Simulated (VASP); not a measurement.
A run of VASP 6.6.1 is set up as follows.

The input INCAR:

```
PREC = Accurate
ENCUT = 600
EDIFF = 1E-7
ISMEAR = -1
SIGMA = 0.05
LREAL = False
LASPH = True
NELM = 150
ALGO = Normal
ISIF = 3
LWAVE = False
LCHARG = False
ISPIN = 2
MAGMOM = 3
LORBIT = 11
LMAXMIX = 4
GGA = B5
ALDAX = 1.0
AGGAX = 1.0
AGGAC = 1.0
ALDAC = 0.0
IVDW = 13
VDW_S6 = 1.0
VDW_S8 = 2.34076671
VDW_A1 = 0.44488865
VDW_A2 = 4.0933009
IBRION = 2
NSW = 80
EDIFFG = -0.005
```

File KPOINTS:

```
Automatic mesh
0
Gamma
  13 13 13
```

The input POSCAR:

```
Fe
1.0
   -1.4430000000      1.4430000000      1.4430000000
    1.4430000000     -1.4430000000      1.4430000000
    1.4430000000      1.4430000000     -1.4430000000
Fe
1
Direct
    0.0000000000      0.0000000000      0.0000000000
```

Potentials or basis: VASP PAW PBE potentials, release 64 (Fe).

The run is started by

```sh
$ cat potpaw_PBE.64/Fe/POTCAR > POTCAR
$ mpirun -np 1 vasp_std > vasp.out
```

Estimate the net moment.

2.09 μB per cell.

What does it give for the relaxed volume?

11.24 Å³/atom.

Step by step:
| step | energy change (eV) | largest force (eV/Å) | pressure (GPa) | volume (Å³) |
| --- | --- | --- | --- | --- |
| 1 | 0.0000 | 0.0000 | -10.78 | 12.02 |
| 2 | -0.0086 | 0.0000 | 12.11 | 10.67 |
| 3 | -0.0292 | 0.0000 | -0.05 | 11.24 |

Caveat: the PAW data sets were made with another functional, which shifts forces and pressure a little; pairwise dispersion overbinds metals, which lowers pressure and volume.
